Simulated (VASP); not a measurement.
BaZrO3, 5 atoms in the cell. Symmetry: Pm-3m, No. 221, cubic system. The conventional cell has a = 4.227 Å, b = 4.227 Å, c = 4.227 Å, α = 90.00°, β = 90.00°, γ = 90.00°. Ba (site symmetry m-3m) has 12 O at 2.99 Å and 8 Zr at 3.66 Å within 3.9 Å. Within 2.8 Å of Zr (site symmetry m-3m) lie 6 O at 2.11 Å. Within 2.8 Å of O (site symmetry 4/mmm) lie 2 Zr at 2.11 Å. 

| Quantity | Value |
| --- | --- |
| Program | VASP 6.6.1 |
| Task | single point |
| Functional | PBE |
| Potentials or basis | VASP PAW PBE potentials, release 64 (Ba_sv, Zr_sv, O) |
| Cutoff | 520 eV |
| k mesh | 6 × 6 × 6 |
| Occupations | gaussian, width 0.01 eV |
| Spin | no spin polarisation |
| Dipole correction | no |
| Further INCAR settings | ALGO = Normal; EDIFF = 1e-06; NBANDS = 28 |

Potentials or basis: VASP PAW PBE potentials, release 64 (Ba_sv, Zr_sv, O).

Launch:

```bash
$ cat potpaw_PBE.64/Ba_sv/POTCAR potpaw_PBE.64/Zr_sv/POTCAR potpaw_PBE.64/O/POTCAR > POTCAR
$ mpirun -np 1 vasp_std > vasp.out
```

Hardware: 1 thread of Intel Xeon 8259CL, with other jobs on the host.

Q: How long does it take, and how much memory?

A: Run time: 79 s on 1 thread of Intel Xeon 8259CL (shared host), peak memory 0.2 GiB. Counts: scf iterations 14, k points 20.
